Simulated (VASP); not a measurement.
# CoSi (NiAs type) (P6_3/mmc) in VASP: further runs

Runs on CoSi (NiAs type). Level: PBE. Tasks: relaxation of shape and atoms at fixed volume.

Program: VASP 6.6.1. These are calculated values, not measurements. Logs are shortened: lines on timing, memory, paths and dates and some standing lists are left out, and cuts for length are marked.

**1. The cell of the first run**

Symmetry: P6_3/mmc, No. 194, hexagonal system. The conventional cell has a = 2.913 Å, b = 2.913 Å, c = 4.329 Å, α = 90.00°, β = 90.00°, γ = 120.00°. Within 2.7 Å of Co (site symmetry -3m) lie 6 Si at 2.00 Å and 2 Co at 2.16 Å. Si (site symmetry -6m2) has 6 Co at 2.00 Å and 6 Si at 2.74 Å within 2.8 Å.

**2. Relaxation of shape and atoms at fixed volume, PBE**

File INCAR:

```
ALGO = Normal ; EDIFF = 1E-7
EDIFFG = -0.005 ; ENCUT = 600
GGA = PE ; IBRION = 2
ISIF = 4 ; ISMEAR = -1
LASPH = True ; LCHARG = False
LREAL = False ; LWAVE = False
NELM = 80 ; NSW = 50
PREC = Accurate ; SIGMA = 0.08
```

File KPOINTS:

```
k-points
0
Gamma
  12 12 7
```

File POSCAR:

```
CoSi
1.0
    2.9132036076      0.0000000000      0.0000000000
   -1.4566018038      2.5229083306      0.0000000000
    0.0000000000      0.0000000000      4.3291024493
Co Si
2 2
Direct
    0.0000000000      0.0000000000      0.0000000000
    0.0000000000      0.0000000000      0.5000000000
    0.3333333333      0.6666666667      0.2500000000
    0.6666666667      0.3333333333      0.7500000000
```

Potentials or basis: VASP PAW PBE potentials, release 64 (Co, Si).

Started as:

```
cat potpaw_PBE.64/Co/POTCAR potpaw_PBE.64/Si/POTCAR > POTCAR
mpirun -np 1 vasp_std > vasp.out
```

OUTCAR:

```text
EDIFF = 1E-7
   EDIFFG = -0.005
   ENCUT = 600
   GGA = PE
   IBRION = 2
   ISIF = 4
   ISMEAR = -1
   LASPH = True
   LREAL = False
   NELM = 80
   NSW = 50
   PREC = Accurate

 ion  position               nearest neighbor table
   1  0.000  0.000  0.000-   3 2.00   4 2.00   4 2.00   3 2.00   4 2.00   3 2.00   2 2.16   2 2.16

   2  0.000  0.000  0.500-   3 2.00   4 2.00   4 2.00   3 2.00   4 2.00   3 2.00   1 2.16   1 2.16

   3  0.333  0.667  0.250-   1 2.00   2 2.00   1 2.00   2 2.00   1 2.00   2 2.00   4 2.74   4 2.74
                             4 2.74   4 2.74   4 2.74   4 2.74
   4  0.667  0.333  0.750-   1 2.00   2 2.00   1 2.00   2 2.00   1 2.00   2 2.00   3 2.74   3 2.74
                             3 2.74   3 2.74   3 2.74   3 2.74

  LATTYP: Found a hexagonal cell.
 ALAT       =     2.9132036076
 C/A-ratio  =     1.4860281094

  Lattice vectors:

 A1 = (   2.9132036076,   0.0000000000,   0.0000000000)
 A2 = (  -1.4566018038,   2.5229083306,   0.0000000000)
 A3 = (   0.0000000000,   0.0000000000,   4.3291024493)

Analysis of symmetry for initial positions (statically):
=====================================================================
 Subroutine PRICEL returns:
 Original cell was already a primitive cell.

 Routine SETGRP: Setting up the symmetry group for a
 hexagonal supercell.

 Subroutine GETGRP returns: Found 24 space group operations
 (whereof 12 operations were pure point group operations)
 out of a pool of 24 trial point group operations.

The static configuration has the point symmetry D_3d.
 The point group associated with its full space group is D_6h.

Analysis of symmetry for dynamics (positions and initial velocities):
=====================================================================
 Subroutine PRICEL returns:
 Original cell was already a primitive cell.

 Routine SETGRP: Setting up the symmetry group for a
 hexagonal supercell.

 Subroutine GETGRP returns: Found 24 space group operations
 (whereof 12 operations were pure point group operations)
 out of a pool of 24 trial point group operations.

The dynamic configuration has the point symmetry D_3d.
 The point group associated with its full space group is D_6h.

 Subroutine INISYM returns: Found 24 space group operations
 (whereof 12 operations are pure point group operations),
 and found     1 'primitive' translations

[... 107 lines left out ...]
   TEBEG  =    0.0;   TEEND  =   0.0 temperature during run
   PSTRESS=    0.0 pullay stress
   NELECT =      26.0000    total number of electrons
   NUPDOWN=      -1.0000    fix difference up-down
   EMIN   =  10.00;   EMAX   =-10.00  energy-range for DOS
   EFERMI =   0.00;   METHOD = LEGACY
   ISMEAR =    -1;   SIGMA  =   0.08  broadening in eV -4-tet -1-fermi 0-gaus
   EFERMI_NEDOS =   21; number of points for ismear=-14 and -15
   IALGO  =     38    algorithm
   IMIX   =      4    mixing-type and parameters
     AMIX     =   0.40;   BMIX     =  1.00
     AMIX_MAG =   1.60;   BMIX_MAG =  1.00
  volume/ion in A,a.u.               =       7.95        53.68
  Fermi-wavevector in a.u.,A,eV,Ry     =   1.530532  2.892287 31.872052  2.342530
  Thomas-Fermi vector in A             =   2.638002
   LORBIT       =      0    0 simple, 1 ext, 2 COOP (PROOUT), +10 PAW based schemes
   GGA     = PE    functional components
   LHFCALC =     F    Hartree Fock is set to
   AEXX    =    0.0000 exact exchange contribution
   IVDW    =     0    specifies the selected vdW correction
   LEPSILON=     F    determine dielectric tensor
   LRPA    =     F    only Hartree local field effects (RPA)
 conjugate gradient relaxation of ions
 non-spin polarized calculation
  energy-cutoff  :      600.00
  volume of cell :       31.82
 maximum number of plane-waves:      1079
 NGX is ok and might be reduce to    24
   NGX = 11   NGY = 11   NGZ = 17

--------------------------------------- Ionic step        1  -------------------------------------------

 number of electron      26.0000000 magnetization

 Free energy of the ion-electron system (eV)
  ---------------------------------------------------
  ext. energy  EPLUGINS =         0.00000000
  ---------------------------------------------------
  free energy    TOTEN  =       -18.40227866 eV

  energy without entropy =      -18.37876123  energy(sigma->0) =      -18.39051995

------------------------ aborting loop because EDIFF is reached ----------------------------------------

  FORCE on cell =-STRESS in cart. coord.  units (eV):
  Direction    XX          YY          ZZ          XY          YZ          ZX
  --------------------------------------------------------------------------------------
  -------------------------------------------------------------------------------------
  Total       39.7474474     39.7474474     47.6001986     -0.0000000     -0.0000000     -0.0000000
  in kB     2001.4726134   2001.4726134   2396.8959062     -0.0000000     -0.0000000     -0.0000000
  external PRESSURE =    2133.2803777 kB  Pullay stress =       0.0000000 kB
[... 139 lines left out ...]
--------------------------------------- Ionic step        5  -------------------------------------------

 number of electron      25.9999995 magnetization

 Free energy of the ion-electron system (eV)
  ---------------------------------------------------
  ext. energy  EPLUGINS =         0.00000000
  ---------------------------------------------------
  free energy    TOTEN  =       -18.68134101 eV

  energy without entropy =      -18.65000899  energy(sigma->0) =      -18.66567500

 E-fermi :  17.8579     XC(G=0): -14.4460

 val. band max:       17.8297504261   @ k =   0.3333   0.0000   0.0000
 cond. band min:      17.8759169619   @ k =   0.2500   0.2500   0.2857
 fundamental gap:      0.0461665358
 Fermi energy:        17.8578872206

 k-point     1 :       0.0000    0.0000    0.0000
  band No.  band energies     occupation
      1       1.5234      2.00000
      2       7.5207      2.00000
      3       7.8630      2.00000
      4      11.6792      2.00000
      5      12.5233      2.00000
      6      12.5233      2.00000
[... 457 lines left out ...]
      4      10.6770      2.00000
      5      11.8170      2.00000
      6      12.4297      2.00000
[... 9 lines left out ...]
     16      22.5221      0.00000
     17      24.2369      0.00000

 [... further k-points ...]

------------------------ aborting loop because EDIFF is reached ----------------------------------------

  FORCE on cell =-STRESS in cart. coord.  units (eV):
  Direction    XX          YY          ZZ          XY          YZ          ZX
  --------------------------------------------------------------------------------------
  -------------------------------------------------------------------------------------
  Total       40.4247744     40.4247744     40.4250044      0.0000000      0.0000000      0.0000000
  in kB     2035.5792439   2035.5792440   2035.5908267      0.0000000      0.0000000      0.0000000
  external PRESSURE =    2035.5831049 kB  Pullay stress =       0.0000000 kB
[... 19 lines left out ...]
  FREE ENERGIE OF THE ION-ELECTRON SYSTEM (eV)
  ---------------------------------------------------
  free  energy   TOTEN  =       -18.6813410144 eV

  energy  without entropy=      -18.6500089906  energy(sigma->0) =      -18.66567500

 reached required accuracy - stopping structural energy minimisation
```

OSZICAR:

```text
N       E                     dE             d eps       ncg     rms          rms(c)
DAV:   1     0.172259730155E+03    0.17226E+03   -0.13203E+04  2616   0.210E+03
DAV:   2    -0.114117114526E+02   -0.18367E+03   -0.17925E+03  2584   0.362E+02
DAV:   3    -0.202774768381E+02   -0.88658E+01   -0.87627E+01  3041   0.102E+02
[... 45 lines left out ...]
DAV:   2    -0.186814530071E+02    0.26825E-03   -0.59666E-04  3586   0.343E-01    0.690E-02
DAV:   3    -0.186813749289E+02    0.78078E-04   -0.40050E-04  3159   0.347E-01    0.615E-02
DAV:   4    -0.186813408746E+02    0.34054E-04   -0.12412E-04  3449   0.187E-01    0.183E-02
DAV:   5    -0.186813410088E+02   -0.13423E-06   -0.56757E-06  3042   0.282E-02    0.700E-03
DAV:   6    -0.186813410144E+02   -0.55638E-08   -0.18565E-07  2227   0.505E-03
   5 F= -.18681341E+02 E0= -.18665675E+02  d E =-.279062E+00
```

CONTCAR:

```text
CoSi
   1.00000000000000
     2.7874140155556728   -0.0000000000000000   -0.0000000000000000
    -1.3937070077778364    2.4139713483870553    0.0000000000000000
     0.0000000000000000   -0.0000000000000000    4.7286436077098255
  Co              Si
     2     2
Direct
     0.0000000000000000    0.0000000000000000    0.0000000000000000
     0.0000000000000000    0.0000000000000000    0.5000000000000000
     0.3333333332999970    0.6666666667000030    0.2500000000000000
     0.6666666667000030    0.3333333332999970    0.7500000000000000

  0.00000000E+00  0.00000000E+00  0.00000000E+00
  0.00000000E+00  0.00000000E+00  0.00000000E+00
  0.00000000E+00  0.00000000E+00  0.00000000E+00
  0.00000000E+00  0.00000000E+00  0.00000000E+00
```

It took 63 s on 1 thread of Intel Xeon 6975P-C (Granite Rapids), shared host; peak memory 0.18 GiB.

What came out:

| Property | Result |
| --- | --- |
| Free energy | -18.6813 eV |
| Energy gained by relaxing | 69.8 meV/atom |
| Ionic steps | 5 |
| Pressure after relaxing | 203.6 GPa |
| Band gap on the k mesh | zero (bands 13 and 14 overlap by 3.24 eV) |

Step by step:
```tsv
step	energy change (eV)	largest force (eV/Å)	pressure (GPa)	volume (Å³)
1	0.0000	0.0000	213.33	31.82
2	-0.2650	0.0000	206.01	31.82
3	-0.2789	0.0000	203.88	31.82
4	-0.2790	0.0000	203.70	31.82
5	-0.2791	0.0000	203.56	31.82
```

Final structure:
```xyz
4
Lattice="2.7874 0.0000 0.0000 -1.3937 2.4140 0.0000 0.0000 0.0000 4.7286" Properties=species:S:1:pos:R:3 pbc="T T T"
Co    0.0000    0.0000    0.0000
Co    0.0000    0.0000    2.3643
Si    0.0000    1.6093    1.1822
Si    1.3937    0.8047    3.5465
```

Levels at points of the mesh, in eV from the Fermi level:
```tsv
k point	band 10	band 11	band 12	band 13	band 14	band 15
(0.00, 0.00, 0.00)	-4.04	-2.01	-2.01	0.56	6.54	6.54
(0.50, 0.00, 0.00)	-2.68	-2.05	-1.64	-1.10	-1.03	0.67
```

Caveat: the run has no spin polarisation, though such a crystal can be magnetic. Spin polarisation is off, so any magnetic state and its effect on volume and gap are missing.

**3. Relaxation of shape and atoms at fixed volume, PBE**

This run uses another cell than the first one, of 8.95 Å³/atom.

File INCAR:

```
ALGO     = Normal         # electronic algorithm
EDIFF    = 1E-7           # SCF threshold, eV
EDIFFG   = -0.005         # ionic threshold
ENCUT    = 600            # plane-wave cutoff, eV
GGA      = PE             # functional
IBRION   = 2              # ionic algorithm
ISIF     = 4              # what is computed and relaxed
ISMEAR   = -1             # smearing method
LASPH    = True           # aspherical terms in the spheres
LCHARG   = False          # write CHGCAR
LREAL    = False          # projectors in reciprocal space
LWAVE    = False          # write WAVECAR
NELM     = 80             # most SCF steps
NSW      = 50             # ionic steps
PREC     = Accurate       # precision mode
SIGMA    = 0.08           # smearing width, eV
```

KPOINTS is that of step 2.

File POSCAR:

```
CoSi
1.0
    3.0298538487      0.0000000000      0.0000000000
   -1.5149269244      2.6239304027      0.0000000000
    0.0000000000      0.0000000000      4.5024479866
Co Si
2 2
Direct
    0.0000000000      0.0000000000      0.0000000000
    0.0000000000      0.0000000000      0.5000000000
    0.3333333333      0.6666666667      0.2500000000
    0.6666666667      0.3333333333      0.7500000000
```

Potentials or basis: VASP PAW PBE potentials, release 64 (Co, Si).

Started as:

```
cat potpaw_PBE.64/Co/POTCAR potpaw_PBE.64/Si/POTCAR > POTCAR
mpirun -np 1 vasp_std > vasp.out
```

OUTCAR:

```text
EDIFF = 1E-7
   EDIFFG = -0.005
   ENCUT = 600
   GGA = PE
   IBRION = 2
   ISIF = 4
   ISMEAR = -1
   LASPH = True
   LREAL = False
   NELM = 80
   NSW = 50
   PREC = Accurate

 ion  position               nearest neighbor table
   1  0.000  0.000  0.000-   3 2.08   4 2.08   4 2.08   3 2.08   4 2.08   3 2.08   2 2.25   2 2.25

   2  0.000  0.000  0.500-   3 2.08   4 2.08   4 2.08   3 2.08   4 2.08   3 2.08   1 2.25   1 2.25

   3  0.333  0.667  0.250-   1 2.08   2 2.08   1 2.08   2 2.08   1 2.08   2 2.08   4 2.85   4 2.85
                             4 2.85   4 2.85   4 2.85   4 2.85
   4  0.667  0.333  0.750-   1 2.08   2 2.08   1 2.08   2 2.08   1 2.08   2 2.08   3 2.85   3 2.85
                             3 2.85   3 2.85   3 2.85   3 2.85

  LATTYP: Found a hexagonal cell.
 ALAT       =     3.0298538487
 C/A-ratio  =     1.4860281094

  Lattice vectors:

 A1 = (   3.0298538487,   0.0000000000,   0.0000000000)
 A2 = (  -1.5149269244,   2.6239304027,   0.0000000000)
 A3 = (   0.0000000000,   0.0000000000,   4.5024479866)

Analysis of symmetry for initial positions (statically):
=====================================================================
 Subroutine PRICEL returns:
 Original cell was already a primitive cell.

 Routine SETGRP: Setting up the symmetry group for a
 hexagonal supercell.

 Subroutine GETGRP returns: Found 24 space group operations
 (whereof 12 operations were pure point group operations)
 out of a pool of 24 trial point group operations.

The static configuration has the point symmetry D_3d.
 The point group associated with its full space group is D_6h.

Analysis of symmetry for dynamics (positions and initial velocities):
=====================================================================
 Subroutine PRICEL returns:
 Original cell was already a primitive cell.

[... 138 lines left out ...]
   LHFCALC =     F    Hartree Fock is set to
   AEXX    =    0.0000 exact exchange contribution
   IVDW    =     0    specifies the selected vdW correction
   LEPSILON=     F    determine dielectric tensor
   LRPA    =     F    only Hartree local field effects (RPA)
 conjugate gradient relaxation of ions
 non-spin polarized calculation
  energy-cutoff  :      600.00
  volume of cell :       35.80
 maximum number of plane-waves:      1221
   NGX = 13   NGY = 13   NGZ = 17

--------------------------------------- Ionic step        1  -------------------------------------------

 number of electron      26.0000005 magnetization

 Free energy of the ion-electron system (eV)
  ---------------------------------------------------
  ext. energy  EPLUGINS =         0.00000000
  ---------------------------------------------------
  free energy    TOTEN  =       -22.47236661 eV

  energy without entropy =      -22.44387941  energy(sigma->0) =      -22.45812301

------------------------ aborting loop because EDIFF is reached ----------------------------------------

  FORCE on cell =-STRESS in cart. coord.  units (eV):
  Direction    XX          YY          ZZ          XY          YZ          ZX
  --------------------------------------------------------------------------------------
  -------------------------------------------------------------------------------------
  Total       25.6476188     25.6476188     30.5271350     -0.0000000      0.0000000      0.0000000
  in kB     1147.9816249   1147.9816248   1366.3876676     -0.0000000      0.0000000      0.0000000
  external PRESSURE =    1220.7836391 kB  Pullay stress =       0.0000000 kB
[... 63 lines left out ...]
--------------------------------------- Ionic step        3  -------------------------------------------

 number of electron      25.9999996 magnetization

 Free energy of the ion-electron system (eV)
  ---------------------------------------------------
  ext. energy  EPLUGINS =         0.00000000
  ---------------------------------------------------
  free energy    TOTEN  =       -22.59077518 eV

  energy without entropy =      -22.55899965  energy(sigma->0) =      -22.57488742

 E-fermi :  15.2988     XC(G=0): -13.7898

 val. band max:       15.2319015103   @ k =   0.3333   0.1667   0.0000
 cond. band min:      15.3288819503   @ k =   0.3333   0.0833   0.0000
 fundamental gap:      0.0969804400
 Fermi energy:        15.2988259455

 k-point     1 :       0.0000    0.0000    0.0000
  band No.  band energies     occupation
      1       0.3300      2.00000
      2       6.3130      2.00000
      3       6.5796      2.00000
      4      10.2604      2.00000
      5      10.5509      2.00000
      6      10.5509      2.00000
[... 457 lines left out ...]
      4       9.1802      2.00000
      5      10.3020      2.00000
      6      10.5541      2.00000
[... 9 lines left out ...]
     16      19.6235      0.00000
     17      21.4237      0.00000

 [... further k-points ...]

------------------------ aborting loop because EDIFF is reached ----------------------------------------

  FORCE on cell =-STRESS in cart. coord.  units (eV):
  Direction    XX          YY          ZZ          XY          YZ          ZX
  --------------------------------------------------------------------------------------
  -------------------------------------------------------------------------------------
  Total       26.3208561     26.3208561     26.3229368     -0.0000000      0.0000000      0.0000000
  in kB     1178.1155743   1178.1155743   1178.2087065     -0.0000000      0.0000000      0.0000000
  external PRESSURE =    1178.1466184 kB  Pullay stress =       0.0000000 kB
[... 19 lines left out ...]
  FREE ENERGIE OF THE ION-ELECTRON SYSTEM (eV)
  ---------------------------------------------------
  free  energy   TOTEN  =       -22.5907751839 eV

  energy  without entropy=      -22.5589996488  energy(sigma->0) =      -22.57488742

 reached required accuracy - stopping structural energy minimisation
```

Run time: 45 s. Hardware: 1 thread of Intel Xeon 6975P-C (Granite Rapids), shared host; peak memory 0.19 GiB.

What came out:

* Free energy: -22.5908 eV
* Energy gained by relaxing: 29.6 meV/atom
* Ionic steps: 3
* Pressure after relaxing: 117.8 GPa
* Band gap on the k mesh: zero (bands 13 and 14 overlap by 3.44 eV)

The path:
```
step  energy change (eV)  largest force (eV/Å)  pressure (GPa)  volume (Å³)
   1              0.0000                0.0000          122.08        35.80
   2             -0.1119                0.0000          118.75        35.80
   3             -0.1184                0.0000          117.81        35.80
```

Final structure:
```
CELL_PARAMETERS angstrom
2.95236 0.00000 0.00000
-1.47618 2.55682 0.00000
0.00000 0.00000 4.74191
ATOMIC_POSITIONS crystal
Co 0.00000 0.00000 0.00000
Co 0.00000 0.00000 0.50000
Si 0.33333 0.66667 0.25000
Si 0.66667 0.33333 0.75000
```

Caveat: the run has no spin polarisation, though such a crystal can be magnetic.

The gap in the log of VASP goes by the Fermi energy; the results here count the filled bands.